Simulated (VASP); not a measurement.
# HfB (Fm-3m) in VASP: a series of runs, part 2 of 3

VASP 6.6.1. The steps go on from the part before.

**3. Single point, PBEsol**

This run uses another cell than the first one, of 11.83 Å³/atom, 1.043 times its volume.

INCAR reads:

```
PREC = Accurate
ENCUT = 520
EDIFF = 1E-7
ISMEAR = 0
SIGMA = 0.05
LREAL = F
LASPH = T
NELM = 60
ALGO = Normal
ISIF = 2
LWAVE = F
LCHARG = T
GGA = PS
LELF = T
LVHAR = T
NBANDS = 14
```

KPOINTS reads:

```
regular mesh
0
Gamma
  11 11 11
```

POSCAR reads:

```
HfB
1.0
    0.0000000000      2.2787799567      2.2787799567
    2.2787799567      0.0000000000      2.2787799567
    2.2787799567      2.2787799567      0.0000000000
Hf B
1 1
Direct
    0.5000000000      0.5000000000      0.5000000000
    0.0000000000      0.0000000000      0.0000000000
```

Potentials or basis: VASP PAW PBE potentials, release 64 (Hf_pv, B).

Started as:

```sh
cat potpaw_PBE.64/Hf_pv/POTCAR potpaw_PBE.64/B/POTCAR > POTCAR
mpirun -np 1 vasp_std > vasp.out
```

It took 12 s on 1 thread of Intel Xeon Platinum 8259CL at 2.50GHz (Skylake/Cascade Lake), shared host; peak memory 0.15 GiB.

It converged, with:

| Property | Result |
| --- | --- |
| Free energy | -18.0165 eV |
| Pressure | 36.4 GPa |

Levels at points of the mesh, in eV from the Fermi level:
```tsv
k point	band 5	band 6	band 7	band 8	band 9	band 10
(0.00, 0.00, 0.00)	2.13	2.13	2.13	4.06	4.06	4.06
```

Caveat: the PAW data sets were made with another functional, which shifts forces and pressure a little; spin-orbit coupling is left out, which moves the levels of the heavy elements.

**4. Single point, PBEsol**

This run uses another cell than the first one, of 12.33 Å³/atom, 1.087 times its volume.

INCAR reads:

```
ALGO     = Normal         # electronic algorithm
EDIFF    = 1E-6           # SCF threshold, eV
ENCUT    = 520            # plane-wave cutoff, eV
GGA      = PS             # functional
ISIF     = 2              # what is computed and relaxed
ISMEAR   = 0              # smearing method
LASPH    = T              # aspherical terms in the spheres
LCHARG   = F              # write CHGCAR
LREAL    = F              # projectors in reciprocal space
LWAVE    = F              # write WAVECAR
NBANDS   = 14             # bands
NELM     = 60             # most SCF steps
PREC     = Accurate       # precision mode
SIGMA    = 0.05           # smearing width, eV
```

KPOINTS reads:

```
k-points
0
Gamma
  11 11 11
```

POSCAR reads:

```
HfB
1.0
    0.0000000000      2.3100000000      2.3100000000
    2.3100000000      0.0000000000      2.3100000000
    2.3100000000      2.3100000000      0.0000000000
Hf B
1 1
Direct
    0.5000000000      0.5000000000      0.5000000000
    0.0000000000      0.0000000000      0.0000000000
```

Potentials or basis: VASP PAW PBE potentials, release 64 (Hf_pv, B).

Started as:

```sh
cat potpaw_PBE.64/Hf_pv/POTCAR potpaw_PBE.64/B/POTCAR > POTCAR
mpirun -np 1 vasp_std > vasp.out
```

OUTCAR:

```text
EDIFF = 1E-6
   ENCUT = 520
   GGA = PS
   ISIF = 2
   ISMEAR = 0
   LASPH = T
   LREAL = F
   NELM = 60
   PREC = Accurate

 ion  position               nearest neighbor table
   1  0.500  0.500  0.500-   2 2.31   2 2.31   2 2.31   2 2.31   2 2.31   2 2.31
   2  0.000  0.000  0.000-   1 2.31   1 2.31   1 2.31   1 2.31   1 2.31   1 2.31

  LATTYP: Found a face centered cubic cell.
 ALAT       =     4.6200000000

  Lattice vectors:

 A1 = (   0.0000000000,   2.3100000000,   2.3100000000)
 A2 = (   2.3100000000,   0.0000000000,   2.3100000000)
 A3 = (   2.3100000000,   2.3100000000,   0.0000000000)

Analysis of symmetry for initial positions (statically):
=====================================================================
 Subroutine PRICEL returns:
 Original cell was already a primitive cell.

 Routine SETGRP: Setting up the symmetry group for a
 face centered cubic supercell.

 Subroutine GETGRP returns: Found 48 space group operations
[... 9 lines left out ...]

 Routine SETGRP: Setting up the symmetry group for a
 face centered cubic supercell.

 Subroutine GETGRP returns: Found 48 space group operations
[... 11 lines left out ...]
                                     Primitive cell

  volume of cell :      24.6528

  direct lattice vectors                    reciprocal lattice vectors
     0.000000000  2.310000000  2.310000000    -0.216450216  0.216450216  0.216450216
     2.310000000  0.000000000  2.310000000     0.216450216 -0.216450216  0.216450216
     2.310000000  2.310000000  0.000000000     0.216450216  0.216450216 -0.216450216

  length of vectors
     3.266833329  3.266833329  3.266833329     0.374902772  0.374902772  0.374902772

  position of ions in fractional coordinates (direct lattice)
     0.500000000  0.500000000  0.500000000
     0.000000000  0.000000000  0.000000000

  ion indices of the primitive-cell ions
   primitive index   ion index
                 1           1
                 2           2

----------------------------------------------------------------------------------------

 KPOINTS: k-points

Automatic generation of k-mesh.
 Grid dimensions read from file:
 generate k-points for:   11   11   11

 Generating k-lattice:

  Cartesian coordinates                     Fractional coordinates (reciprocal lattice)
    -0.019677292  0.019677292  0.019677292     0.090909091  0.000000000  0.000000000
     0.019677292 -0.019677292  0.019677292     0.000000000  0.090909091  0.000000000
     0.019677292  0.019677292 -0.019677292     0.000000000  0.000000000  0.090909091

  Length of vectors
     0.034082070  0.034082070  0.034082070

  Shift w.r.t. Gamma in fractional coordinates (k-lattice)
     0.000000000  0.000000000  0.000000000

 Subroutine IBZKPT returns following result:
 ===========================================

 Found     56 irreducible k-points:

 Following reciprocal coordinates:
            Coordinates               Weight
  0.000000  0.000000  0.000000      1.000000
  0.090909  0.000000  0.000000      8.000000
  0.181818  0.000000  0.000000      8.000000
  0.272727  0.000000  0.000000      8.000000
  0.363636  0.000000  0.000000      8.000000
  0.454545  0.000000  0.000000      8.000000
[... 16 lines left out ...]
 -0.272727  0.181818  0.000000     24.000000
 -0.181818  0.181818  0.000000     12.000000
 [... further k-points ...]
   k-points           NKPTS =     56   k-points in BZ     NKDIM =     56   number of bands    NBANDS=     14
   number of dos      NEDOS =    301   number of ions     NIONS =      2
   total plane-waves  NPLWV =  13824
   dimension x,y,z NGX =    24 NGY =   24 NGZ =   24
   dimension x,y,z NGXF=    48 NGYF=   48 NGZF=   48
   ions per type =               1   1
   NGX,Y,Z   is equivalent  to a cutoff of  12.21, 12.21, 12.21 a.u.
   NGXF,Y,Z  is equivalent  to a cutoff of  24.43, 24.43, 24.43 a.u.
 SYSTEM =  unknown system
   PREC   = accura    normal or accurate (medium, high low for compatibility)
   ISTART =      0    job   : 0-new  1-cont  2-samecut
   ICHARG =      2    charge: 1-file 2-atom 10-const
   ISPIN  =      1    spin polarized calculation?
   LNONCOLLINEAR =      F non collinear calculations
   LSORBIT =      F    spin-orbit coupling
   LASPH  =      T    aspherical Exc in radial PAW
   ENCUT  =  520.0 eV  38.22 Ry    6.18 a.u.   6.07  6.07  6.07*2*pi/ulx,y,z
   NELM   =     60;   NELMIN=  2; NELMDL= -5     # of ELM steps
   EDIFF  = 0.1E-05   stopping-criterion for ELM
   LREAL  =      F    real-space projection
   EDIFFG = 0.1E-04   stopping-criterion for IOM
   NSW    =      0    number of steps for IOM
   IBRION =     -1    ionic relax: 0-MD 1-quasi-New 2-CG
   NFREE  =      0    steps in history (QN), initial steepest desc. (CG)
   ISIF   =      2    stress and relaxation
   ISYM   =      2    0-nonsym 1-usesym 2-fastsym
   POTIM  = 0.5000    time-step for ionic-motion
   TEBEG  =    0.0;   TEEND  =   0.0 temperature during run
   PSTRESS=    0.0 pullay stress
   NELECT =      13.0000    total number of electrons
   NUPDOWN=      -1.0000    fix difference up-down
   EMIN   =  10.00;   EMAX   =-10.00  energy-range for DOS
   EFERMI =   0.00;   METHOD = LEGACY
   ISMEAR =     0;   SIGMA  =   0.05  broadening in eV -4-tet -1-fermi 0-gaus
   EFERMI_NEDOS =   21; number of points for ismear=-14 and -15
   IALGO  =     38    algorithm
   IMIX   =      4    mixing-type and parameters
     AMIX     =   0.40;   BMIX     =  1.00
     AMIX_MAG =   1.60;   BMIX_MAG =  1.00
  volume/ion in A,a.u.               =      12.33        83.18
  Fermi-wavevector in a.u.,A,eV,Ry     =   1.322617  2.499383 23.800871  1.749315
  Thomas-Fermi vector in A             =   2.452285
   LORBIT       =      0    0 simple, 1 ext, 2 COOP (PROOUT), +10 PAW based schemes
   GGA     = PS    functional components
   LHFCALC =     F    Hartree Fock is set to
   AEXX    =    0.0000 exact exchange contribution
   IVDW    =     0    specifies the selected vdW correction
   LEPSILON=     F    determine dielectric tensor
   LRPA    =     F    only Hartree local field effects (RPA)
 non-spin polarized calculation
 Gauss-broadening in eV      SIGMA  =   0.05
  energy-cutoff  :      520.00
  volume of cell :       24.65
 maximum number of plane-waves:       674
   NGX = 13   NGY = 13   NGZ = 13

 number of electron      13.0000002 magnetization

 Free energy of the ion-electron system (eV)
  ---------------------------------------------------
  ext. energy  EPLUGINS =         0.00000000
  ---------------------------------------------------
  free energy    TOTEN  =       -18.20307143 eV

  energy without entropy =      -18.20141769  energy(sigma->0) =      -18.20224456

 E-fermi :   5.0593     XC(G=0): -12.4033

 val. band max:        5.0299530328   @ k =   0.1818   0.0000   0.0000
 cond. band min:       5.0911113753   @ k =  -0.3636   0.3636   0.0000
 fundamental gap:      0.0611583425
 Fermi energy:         5.0593419813

 k-point     1 :       0.0000    0.0000    0.0000
  band No.  band energies     occupation
      1     -23.2497      2.00000
      2     -23.2497      2.00000
      3     -23.2497      2.00000
      4      -4.5685      2.00000
      5       7.1503      0.00000
      6       7.1503      0.00000
      7       7.1503      0.00000
      8       8.9904      0.00000
      9       8.9904      0.00000
     10       8.9904      0.00000
     11       9.1954      0.00000
     12       9.1954      0.00000
     13      16.6525      0.00000
     14      18.0371      0.00000

 k-point     2 :       0.0909    0.0000    0.0000
  band No.  band energies     occupation
      1     -23.3125      2.00000
      2     -23.2561      2.00000
      3     -23.2561      2.00000
      4      -4.3282      2.00000
      5       6.3850      0.00000
      6       6.8993      0.00000
      7       6.8993      0.00000
      8       7.9161      0.00000
      9       7.9161      0.00000
     10       9.3784      0.00000
[... 362 lines left out ...]
 k-point    24 :      -0.1818    0.1818    0.0000
  band No.  band energies     occupation
      1     -23.6610      2.00000
      2     -23.4183      2.00000
      3     -23.2836      2.00000
      4      -2.3162      2.00000
      5       3.4910      2.00000
      6       4.4423      2.00000
      7       4.5126      2.00000
      8       8.5225      0.00000
      9      10.8201      0.00000
     10      11.2775      0.00000
     11      13.0414      0.00000
     12      17.3341      0.00000
     13      18.0201      0.00000
     14      20.1766      0.00000

 [... further k-points ...]

------------------------ aborting loop because EDIFF is reached ----------------------------------------

  FORCE on cell =-STRESS in cart. coord.  units (eV):
  Direction    XX          YY          ZZ          XY          YZ          ZX
  --------------------------------------------------------------------------------------
  -------------------------------------------------------------------------------------
  Total        3.7598674      3.7598674      3.7598674      0.0000000      0.0000000     -0.0000000
  in kB      244.3527178    244.3527178    244.3527178      0.0000000      0.0000000     -0.0000000
  external PRESSURE =     244.3527178 kB  Pullay stress =       0.0000000 kB

 VOLUME and BASIS-vectors are now :
 -----------------------------------------------------------------------------
  energy-cutoff  :      520.00
  volume of cell :       24.65
      direct lattice vectors                 reciprocal lattice vectors
     0.000000000  2.310000000  2.310000000    -0.216450216  0.216450216  0.216450216
     2.310000000  0.000000000  2.310000000     0.216450216 -0.216450216  0.216450216
     2.310000000  2.310000000  0.000000000     0.216450216  0.216450216 -0.216450216

 POSITION                                       TOTAL-FORCE (eV/Angst)
 -----------------------------------------------------------------------------------
      2.31000      2.31000      2.31000         0.000000      0.000000      0.000000
      0.00000      0.00000      0.00000        -0.000000     -0.000000     -0.000000
 -----------------------------------------------------------------------------------
    total drift:                               -0.000000     -0.000000      0.000000

  FREE ENERGIE OF THE ION-ELECTRON SYSTEM (eV)
  ---------------------------------------------------
  free  energy   TOTEN  =       -18.2030714261 eV

  energy  without entropy=      -18.2014176942  energy(sigma->0) =      -18.20224456
```

It took 15 s on 1 thread of Intel Xeon Platinum 8259CL at 2.50GHz (Skylake/Cascade Lake), shared host; peak memory 0.15 GiB.

Results:

```yaml
Free_energy: -18.2031 eV
Pressure: 24.4 GPa
```

Caveat: the PAW data sets were made with another functional, which shifts forces and pressure a little; spin-orbit coupling is left out, which moves the levels of the heavy elements.

(Part 2 of 3 ends here.)
